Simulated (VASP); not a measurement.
Crystal: TiAl.

```
Ti Al
1.0
     2.69468    0.00000    0.00000
    -1.34734    2.33366    0.00000
     0.00000    0.00000    4.39853
Ti Al
1 1
Direct
  0.00000 0.00000 0.00000
  0.33333 0.66667 0.50000
```

Base run:

- Program: VASP 6.6.1
- Functional: LDA
- Potentials or basis: VASP PAW LDA potentials, release 64 (Ti_sv, Al)
- Cutoff: 520 eV
- k mesh: 21 × 21 × 12
- Occupations: gaussian, width 0.15 eV
- Spin: collinear spin
- Starting moments: [1.0, 0.0] μB
- Fixed moment: 1 μB

Its results: pressure 20.5 GPa; site moments Ti +0.60; Al +0.04 μB.

Task: The run is repeated on the same cell with these changes: fixed moment from 1 μB to 0.125 μB; moments at the start from [1.0, 0.0] to [0.12, 0.0]. What comes out?

Result: Pressure 19.2 GPa; site moments Ti +0.07; Al +0.01 μB.

Caveats: the cell stands under pressure; the total moment is fixed, so each spin has its own Fermi level and the state may be an excited one.
